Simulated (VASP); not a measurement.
A run of VASP 6.6.1:

POSCAR

```
CdTe
1.0
    3.2450950793      3.2450950793      0.0000000000
   -3.2450950793      3.2450950793      0.0000000000
    0.0000000000      3.2450950793      3.3235182323
Cd Te
1 1
Direct
    0.0000000000      0.0000000000      0.0000000000
    0.7500000000      0.2500000000      0.5000000000
```

INCAR.step1

```
SYSTEM = CdTe
PREC     = Accurate       ! precision mode
ENCUT    = 550            ! plane-wave cutoff, eV
ISMEAR   = 0              ! smearing method
SIGMA    = 0.01           ! smearing width, eV
LREAL    = .FALSE.        ! projectors in reciprocal space
LASPH    = .TRUE.         ! aspherical terms in the spheres
NELM     = 120            ! most SCF steps
NBANDS   = 16             ! bands
GGA      = PE             ! functional
ALGO     = Normal         ! electronic algorithm
EDIFF    = 1E-5           ! SCF threshold, eV
LWAVE    = .TRUE.         ! write WAVECAR
LCHARG   = .FALSE.        ! write CHGCAR
GGA_COMPAT= .FALSE.
```

Contents of INCAR.step2:

```
SYSTEM = CdTe
PREC     = Accurate       ! precision mode
ENCUT    = 550            ! plane-wave cutoff, eV
EDIFF    = 1E-6           ! SCF threshold, eV
ISMEAR   = 0              ! smearing method
SIGMA    = 0.01           ! smearing width, eV
LREAL    = .FALSE.        ! projectors in reciprocal space
LASPH    = .TRUE.         ! aspherical terms in the spheres
NELM     = 120            ! most SCF steps
ALGO     = Normal         ! electronic algorithm
ISIF     = 2              ! what is computed and relaxed
LWAVE    = .FALSE.        ! write WAVECAR
LCHARG   = .FALSE.        ! write CHGCAR
METAGGA  = R2SCAN         ! meta-GGA
LMIXTAU  = .TRUE.       
NBANDS   = 16             ! bands
ISTART   = 1            
GGA_COMPAT= .FALSE.
```

Contents of KPOINTS:

```
Automatic mesh
0
G
  6 6 6
  0 0 0
```

Potentials or basis: VASP PAW PBE potentials, release 64 (Cd, Te).

Launch:

```console
$ cat potpaw_PBE.64/Cd/POTCAR potpaw_PBE.64/Te/POTCAR > POTCAR
$ cp INCAR.step1 INCAR
$ mpirun -np 1 vasp_std > vasp.out
$ cp INCAR.step2 INCAR
$ mpirun -np 1 vasp_std > vasp.out
```

Hardware: 1 thread of AMD EPYC 9R45 96-Core Processor (Zen 5), with other jobs on the host.

How long does it take, and how much memory?

Wall time 110 s on 1 thread of AMD EPYC 9R45 96-Core Processor (Zen 5), with other jobs on the host, peak memory 0.2 GiB. Counts: k points 30.
